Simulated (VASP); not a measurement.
Runs of VASP 6.6.1 on MgO (scan.b). The structure is that of space group Fm-3m (No. 225), or close to it. The cells are those of the table. 

| cell | gap on the mesh (eV) | pressure (GPa) |
| --- | --- | --- |
| a = 3.031 Å, angles 60.0°, 2 atoms | 5.09 | -10.0 |
| a = 2.881 Å, angles 60.0°, 2 atoms | 6.68 | 17.6 |
| a = 2.943 Å, angles 60.0°, 2 atoms | 5.98 | 3.9 |
| a = 2.912 Å, angles 60.0°, 2 atoms | (a) | 10.3 |
| a = 3.060 Å, angles 60.0°, 2 atoms | (b) | -13.4 |

Alike in all rows: task single point; level r2SCAN; potentials or basis VASP PAW PBE potentials, release 64 (Mg, O); no spin polarisation; k mesh 10 × 10 × 10; cutoff (eV) 660; smearing gaussian 0.02 eV.

Estimate the missing entries.

(a) 6.32; (b) 4.83.

Caveats: the PAW data sets were made with another functional, which shifts forces and pressure a little.

